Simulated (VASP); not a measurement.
Wanted: the native input for a VASP 6.6.1 run.

```
Task                               : single point
Functional                         : PBE0
Potentials or basis                : VASP PAW PBE potentials, release 64 (Li_sv, B, C, Si)
Cutoff                             : 650 eV
k mesh                             : 4 × 4 × 4
Occupations                        : fermi-dirac, width 0.1 eV
Spin                               : no spin polarisation
Dipole correction                  : no
Grid for exact exchange (PRECFOCK) : Normal
Further INCAR settings             : ALGO = Normal; EDIFF = 1e-06; NBANDS = 22
Share of exact exchange            : 0.25
```

LiSiBC4:

```xyz
7
Lattice="0.0000 4.3919 0.0000 4.3919 0.0000 0.0000 2.1959 2.1959 -3.3990" Properties=species:S:1:pos:R:3 pbc="T T T"
Li    2.1959    2.1959    0.0000
B     2.1959    4.3919   -1.6995
C     3.3813    2.8745   -2.5255
C     0.6785    3.2065   -0.8735
C     5.4024    5.9092   -2.5255
C     3.7133    1.1854   -0.8735
Si    0.0000    0.0000    0.0000
```

These files were run (other wordings do the same):

POSCAR

```
LiSiBC4
1.0
    0.0000000000      4.3918520000      0.0000000000
    4.3918520000      0.0000000000      0.0000000000
    2.1959260000      2.1959260000     -3.3989910000
Li B C Si
1 1 4 1
Direct
    0.5000000000      0.5000000000      0.0000000000
    0.7500000000      0.2500000000      0.5000000000
    0.2830000000      0.3984000000      0.7430000000
    0.6016000000      0.0260000000      0.2570000000
    0.9740000000      0.8586000000      0.7430000000
    0.1414000000      0.7170000000      0.2570000000
    0.0000000000      0.0000000000      0.0000000000
```

INCAR.step1

```
PREC     = Accurate       # precision mode
ENCUT    = 650            # plane-wave cutoff, eV
EDIFF    = 1E-5           # SCF threshold, eV
ISMEAR   = -1             # smearing method
SIGMA    = 0.1            # smearing width, eV
LREAL    = False          # projectors in reciprocal space
LASPH    = True           # aspherical terms in the spheres
NELM     = 120            # most SCF steps
ALGO     = Normal         # electronic algorithm
ISIF     = 2              # what is computed and relaxed
LWAVE    = True           # write WAVECAR
LCHARG   = False          # write CHGCAR
GGA      = PE             # functional
NBANDS   = 22             # bands
GGA_COMPAT= False
```

INCAR.step2

```
PREC     = Accurate       # precision mode
ENCUT    = 650            # plane-wave cutoff, eV
EDIFF    = 1E-6           # SCF threshold, eV
ISMEAR   = -1             # smearing method
SIGMA    = 0.1            # smearing width, eV
LREAL    = False          # projectors in reciprocal space
LASPH    = True           # aspherical terms in the spheres
NELM     = 120            # most SCF steps
ALGO     = Normal         # electronic algorithm
ISIF     = 2              # what is computed and relaxed
LWAVE    = False          # write WAVECAR
LCHARG   = False          # write CHGCAR
GGA      = PE             # functional
LHFCALC  = True           # exact exchange
AEXX     = 0.25           # exact-exchange fraction
PRECFOCK = Normal       
ISTART   = 1            
NBANDS   = 22             # bands
GGA_COMPAT= False
```

KPOINTS

```
Automatic mesh
0
Gamma
  4 4 4
```

Potentials or basis: VASP PAW PBE potentials, release 64 (Li_sv, B, C, Si).

The run is started by

```bash
$ cat potpaw_PBE.64/Li_sv/POTCAR potpaw_PBE.64/B/POTCAR potpaw_PBE.64/C/POTCAR potpaw_PBE.64/Si/POTCAR > POTCAR
$ cp INCAR.step1 INCAR
$ mpirun -np 1 vasp_std > vasp.out
$ cp INCAR.step2 INCAR
$ mpirun -np 1 vasp_std > vasp.out
```

It gave:

- Pressure: 16.5 GPa
- Largest force: 9.477 eV/Å
- Band gap on the k mesh: zero (bands 13 and 14 overlap by 2.24 eV)

Caveat: the k points lie up to 0.43 Å⁻¹ apart, too coarse for converged energies and pressures of a metal; the PAW data sets were made with another functional, which shifts forces and pressure a little.

Run time: 100 min on 1 thread of Intel Xeon 8259CL, with other jobs on the host, peak memory 0.28 GiB.
